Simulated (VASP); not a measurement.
The system is TePd.

```
Pd Te
1.0
     3.63109    0.00000    0.00000
     0.00000    3.63109    0.00000
     0.00000    0.00000    3.63109
Pd Te
1 1
Cartesian
  0.0000 0.0000 0.0000
  1.8155 1.8155 1.8155
```

Base run:

```yaml
Program: VASP 6.6.1
Functional: LDA
Potentials_or_basis: VASP PAW LDA potentials, release 64 (Pd, Te)
Cutoff: 500 eV
k_mesh: 5 × 5 × 5
Occupations: gaussian, width 0.05 eV
Spin: collinear spin, ferromagnetic start
Starting_moments: "[0.77, 1.15] μB"
Fixed_moment: 2.2 μB
Hubbard_terms: Pd d U = 5.0 eV, J = 0.9 eV
```

Its results: pressure -9.0 GPa; site moments Pd +0.83; Te +0.81 μB.

Question: After a change of settings the same cell gave: pressure -10.9 GPa; site moments Pd +0.64; Te +0.70 μB. Which change was it?
A. fixed moment from 2.2 μB to 1 μB; moments at the start from [0.77, 1.15] to [1.0, 0.0]
B. fixed moment from 2.2 μB to none; moments at the start from [0.77, 1.15] to [2.0, 0.0]
C. fixed moment from 2.2 μB to 1.8 μB; moments at the start from [0.77, 1.15] to [0.59, 1.0]

Answer: C.

Caveats: the total moment is fixed, so each spin has its own Fermi level; the U is typed as a test and isn't derived for this compound.
